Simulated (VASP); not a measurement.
# Al (P-1) in VASP: notebook, part 2 of 2

VASP 6.6.1.

## 4. Single point, PBEsol (the part above a cut slid along it)

The input, INCAR:

```
PREC     = Accurate       # precision mode
ENCUT    = 520            # plane-wave cutoff, eV
EDIFF    = 1E-6           # SCF threshold, eV
ISMEAR   = 0              # smearing method
SIGMA    = 0.15           # smearing width, eV
LREAL    = False          # projectors in reciprocal space
LASPH    = True           # aspherical terms in the spheres
NELM     = 80             # most SCF steps
ALGO     = Fast           # electronic algorithm
ISIF     = 2              # what is computed and relaxed
LWAVE    = False          # write WAVECAR
LCHARG   = True           # write CHGCAR
GGA      = PS             # functional
LELF     = True           # ELF
LVHAR    = True         
NBANDS   = 14             # bands
```

The input, KPOINTS:

```
Automatic mesh
0
Gamma
  16 16 5
```

The input, POSCAR:

```
Al
1.0
   -1.6063180831      1.6063180831     -1.6063180831
   -1.6063180831     -1.6063180831      1.6063180831
   -0.6425272332      5.7827450994      7.0677995658
Al
4
Direct
    0.0000000000     -0.3500000000      0.8750000000
    0.5000000000      0.4500000000      0.1250000000
    0.0000000000     -0.1500000000      0.3750000000
    0.5000000000      0.2500000000      0.6250000000
```

Potentials or basis: VASP PAW PBE potentials, release 64 (Al).

Started as:

```console
$ cat potpaw_PBE.64/Al/POTCAR > POTCAR
$ mpirun -np 1 vasp_std > vasp.out
```

OUTCAR:

```text
PREC = Accurate
   ENCUT = 520
   EDIFF = 1E-6
   ISMEAR = 0
   LREAL = False
   LASPH = True
   NELM = 80
   ISIF = 2
   GGA = PS

 ion  position               nearest neighbor table
   1  0.000  0.650  0.875-   2 2.63   2 2.73   4 2.78   4 2.78   4 3.21   4 3.21   2 3.32
   2  0.500  0.450  0.125-   1 2.63   1 2.73   3 2.78   3 2.78   3 3.21   3 3.21   1 3.32
   3  0.000  0.850  0.375-   4 2.78   2 2.78   2 2.78   4 2.78   4 3.21   2 3.21   2 3.21   4 3.21

   4  0.500  0.250  0.625-   1 2.78   3 2.78   3 2.78   1 2.78   3 3.21   1 3.21   3 3.21   1 3.21

  LATTYP: Found a triclinic cell.
 ALAT       =     4.5433536372
 B/A-ratio  =     0.6123724357
 C/A-ratio  =     2.0149441680
 COS(alpha) =     0.0405220449
 COS(beta)  =     0.0992583334
 COS(gamma) =     0.8164965809

  Lattice vectors:

 A1 = (   0.0000000000,  -3.2126361662,   3.2126361662)
 A2 = (   1.6063180831,  -1.6063180831,   1.6063180831)
 A3 = (  -0.6425272332,   5.7827450994,   7.0677995658)

Analysis of symmetry for initial positions (statically):
=====================================================================
 Subroutine PRICEL returns:
 Original cell was already a primitive cell.

 Routine SETGRP: Setting up the symmetry group for a
 triclinic supercell.

 Subroutine GETGRP returns: Found  2 space group operations
 (whereof  1 operations were pure point group operations)
 out of a pool of  2 trial point group operations.

The static configuration has the point symmetry C_1 .
 The point group associated with its full space group is S_2 .

Analysis of symmetry for dynamics (positions and initial velocities):
=====================================================================
 Subroutine PRICEL returns:
 Original cell was already a primitive cell.

 Routine SETGRP: Setting up the symmetry group for a
 triclinic supercell.

 Subroutine GETGRP returns: Found  2 space group operations
 (whereof  1 operations were pure point group operations)
 out of a pool of  2 trial point group operations.

The dynamic configuration has the point symmetry C_1 .
 The point group associated with its full space group is S_2 .

 Subroutine INISYM returns: Found  2 space group operations
 (whereof  1 operations are pure point group operations),
 and found     1 'primitive' translations

----------------------------------------------------------------------------------------

                                     Primitive cell

  volume of cell :      66.3154

  direct lattice vectors                    reciprocal lattice vectors
    -1.606318083  1.606318083 -1.606318083    -0.311270853  0.155635427 -0.155635427
    -1.606318083 -1.606318083  1.606318083    -0.311270853 -0.186762512  0.124508341
    -0.642527233  5.782745099  7.067799566     0.000000000  0.077817713  0.077817713

  length of vectors
     2.782224533  2.782224533  9.154603915     0.381227381  0.383760481  0.110050865

  position of ions in fractional coordinates (direct lattice)
     1.000000000  0.650000000  0.875000000
     0.500000000  0.450000000  0.125000000
     1.000000000  0.850000000  0.375000000
     0.500000000  0.250000000  0.625000000

  ion indices of the primitive-cell ions
   primitive index   ion index
                 1           1
[... 59 lines left out ...]
   total plane-waves  NPLWV =  40320
   dimension x,y,z NGX =    24 NGY =   24 NGZ =   70
   dimension x,y,z NGXF=    48 NGYF=   48 NGZF=  140
   ions per type =               4
   NGX,Y,Z   is equivalent  to a cutoff of  14.34, 14.34, 12.71 a.u.
   NGXF,Y,Z  is equivalent  to a cutoff of  28.68, 28.68, 25.42 a.u.
 SYSTEM =  unknown system
   PREC   = accura    normal or accurate (medium, high low for compatibility)
   ISTART =      0    job   : 0-new  1-cont  2-samecut
   ICHARG =      2    charge: 1-file 2-atom 10-const
   ISPIN  =      1    spin polarized calculation?
   LNONCOLLINEAR =      F non collinear calculations
   LSORBIT =      F    spin-orbit coupling
   LASPH  =      T    aspherical Exc in radial PAW
   ENCUT  =  520.0 eV  38.22 Ry    6.18 a.u.   5.17  5.17 17.02*2*pi/ulx,y,z
   NELM   =     80;   NELMIN=  2; NELMDL= -5     # of ELM steps
   EDIFF  = 0.1E-05   stopping-criterion for ELM
   LREAL  =      F    real-space projection
   EDIFFG = 0.1E-04   stopping-criterion for IOM
   NSW    =      0    number of steps for IOM
   IBRION =     -1    ionic relax: 0-MD 1-quasi-New 2-CG
   NFREE  =      0    steps in history (QN), initial steepest desc. (CG)
   ISIF   =      2    stress and relaxation
   ISYM   =      2    0-nonsym 1-usesym 2-fastsym
   POTIM  = 0.5000    time-step for ionic-motion
   TEBEG  =    0.0;   TEEND  =   0.0 temperature during run
   PSTRESS=    0.0 pullay stress
   NELECT =      12.0000    total number of electrons
   NUPDOWN=      -1.0000    fix difference up-down
   EMIN   =  10.00;   EMAX   =-10.00  energy-range for DOS
   EFERMI =   0.00;   METHOD = LEGACY
   ISMEAR =     0;   SIGMA  =   0.15  broadening in eV -4-tet -1-fermi 0-gaus
   EFERMI_NEDOS =   21; number of points for ismear=-14 and -15
   IALGO  =     68    algorithm
   IMIX   =      4    mixing-type and parameters
     AMIX     =   0.40;   BMIX     =  1.00
     AMIX_MAG =   1.60;   BMIX_MAG =  1.00
  volume/ion in A,a.u.               =      16.58       111.88
  Fermi-wavevector in a.u.,A,eV,Ry     =   0.925970  1.749830 11.665920  0.857421
  Thomas-Fermi vector in A             =   2.051882
   LORBIT       =      0    0 simple, 1 ext, 2 COOP (PROOUT), +10 PAW based schemes
   GGA     = PS    functional components
   LHFCALC =     F    Hartree Fock is set to
   AEXX    =    0.0000 exact exchange contribution
   IVDW    =     0    specifies the selected vdW correction
   LEPSILON=     F    determine dielectric tensor
   LRPA    =     F    only Hartree local field effects (RPA)
 non-spin polarized calculation
 RMM-DIIS sequential band-by-band and
 Gauss-broadening in eV      SIGMA  =   0.15
  energy-cutoff  :      520.00
  volume of cell :       66.32
 maximum number of plane-waves:      1807
 NGX is ok and might be reduce to    24
   NGX = 11   NGY = 11   NGZ = 33

 number of electron      12.0000000 magnetization

 Free energy of the ion-electron system (eV)
  ---------------------------------------------------
  ext. energy  EPLUGINS =         0.00000000
  ---------------------------------------------------
  free energy    TOTEN  =       -15.95472901 eV

  energy without entropy =      -15.93559883  energy(sigma->0) =      -15.94516392

 E-fermi :   7.8596     XC(G=0): -10.2372

 val. band max:        7.8591543306   @ k =   0.3125   0.1875   0.0000
 cond. band min:       7.8608708700   @ k =  -0.1875   0.3750   0.2000
 fundamental gap:      0.0017165395
 Fermi energy:         7.8595707766

 k-point     1 :       0.0000    0.0000    0.0000
  band No.  band energies     occupation
      1      -3.2017      2.00000
      2      -1.4228      2.00000
      3      -1.4174      2.00000
      4       3.5694      2.00000
      5       4.0465      2.00000
      6      12.0758      0.00000
      7      12.1761      0.00000
      8      16.1975      0.00000
      9      16.3006      0.00000
     10      16.9697      0.00000
     11      17.0659      0.00000
     12      17.5663      0.00000
     13      18.0889      0.00000
     14      18.3829      0.00000
[... 377 lines left out ...]
      1      -2.8927      2.00000
      2      -1.2035      2.00000
      3      -1.0266      2.00000
      4       3.8015      2.00000
      5       4.4011      2.00000
      6      12.1236      0.00000
      7      12.6202      0.00000
      8      13.1469      0.00000
      9      14.5927      0.00000
     10      14.7601      0.00000
     11      17.2337      0.00000
     12      17.5678      0.00000
     13      18.2416      0.00000
     14      18.4325      0.00000

 [... further k-points ...]

------------------------ aborting loop because EDIFF is reached ----------------------------------------

  FORCE on cell =-STRESS in cart. coord.  units (eV):
  Direction    XX          YY          ZZ          XY          YZ          ZX
  --------------------------------------------------------------------------------------
  -------------------------------------------------------------------------------------
  Total       -0.3286818      0.6228934      0.8282299      0.1383229      0.0863124      0.3982537
  in kB       -7.9409336     15.0490705     20.0099894      3.3418733      2.0853036      9.6217876
  external PRESSURE =       9.0393754 kB  Pullay stress =       0.0000000 kB

 VOLUME and BASIS-vectors are now :
 -----------------------------------------------------------------------------
  energy-cutoff  :      520.00
  volume of cell :       66.32
      direct lattice vectors                 reciprocal lattice vectors
    -1.606318083  1.606318083 -1.606318083    -0.311270853  0.155635427 -0.155635427
    -1.606318083 -1.606318083  1.606318083    -0.311270853 -0.186762512  0.124508341
    -0.642527233  5.782745099  7.067799566     0.000000000  0.077817713  0.077817713

 POSITION                                       TOTAL-FORCE (eV/Angst)
 -----------------------------------------------------------------------------------
     -1.60632      4.01580      7.22843        -0.161002     -0.214051     -0.324702
     -1.60632      0.80316      0.80316         0.161002      0.214051      0.324702
     -1.60632      0.80316      4.01580        -0.006389     -0.028054     -0.012397
     -1.60632      4.01580      4.01580         0.006389      0.028054      0.012397
 -----------------------------------------------------------------------------------
    total drift:                                0.000000      0.000000     -0.000000

  FREE ENERGIE OF THE ION-ELECTRON SYSTEM (eV)
  ---------------------------------------------------
  free  energy   TOTEN  =       -15.9547290105 eV

  energy  without entropy=      -15.9355988305  energy(sigma->0) =      -15.94516392
```

Run time: 13 min. Hardware: 1 thread of Oxide Virtual Turin-like, shared host; peak memory 0.49 GiB.

What came out:

```
Free energy            : -15.9547 eV
Pressure               : 0.9 GPa
Largest force          : 0.421 eV/Å
Band gap on the k mesh : zero (bands 6 and 7 overlap by 6.73 eV)
```

Forces in eV/Å, atoms in the order of the input:
```
Al  -0.161 -0.214 -0.325
Al   0.161  0.214  0.325
Al  -0.006 -0.028 -0.012
Al   0.006  0.028  0.012
```

Caveat: the cell differs from its parent crystal (the part above a cut slid along it); the PAW data sets were made with another functional, which shifts forces and pressure a little.

## 5. Summary

```tsv
cell	gap on the mesh (eV)	pressure (GPa)	largest force (eV/Å)
a = 2.782, b = 2.782, c = 9.125 Å, angles 84.8, 91.7, 109.5°, 4 atoms	none	0.7	0.40
a = 2.782, b = 2.782, c = 9.149 Å, angles 84.2, 88.8, 109.5°, 4 atoms	none	2.5	1.47
a = 2.782, b = 2.782, c = 9.155 Å, angles 83.0, 92.3, 109.5°, 4 atoms	none	0.9	0.42
```

Alike in all rows: task single point; level PBEsol; potentials or basis VASP PAW PBE potentials, release 64 (Al); no spin polarisation; k mesh 16 × 16 × 5; cutoff (eV) 520; smearing gaussian 0.15 eV.

Caveats: the PAW data sets were made with another functional, which shifts forces and pressure a little; the stress differs along the axes, from -0 to 6 GPa (at least some runs).

Absolute energies hang on the potentials; compare differences alone.
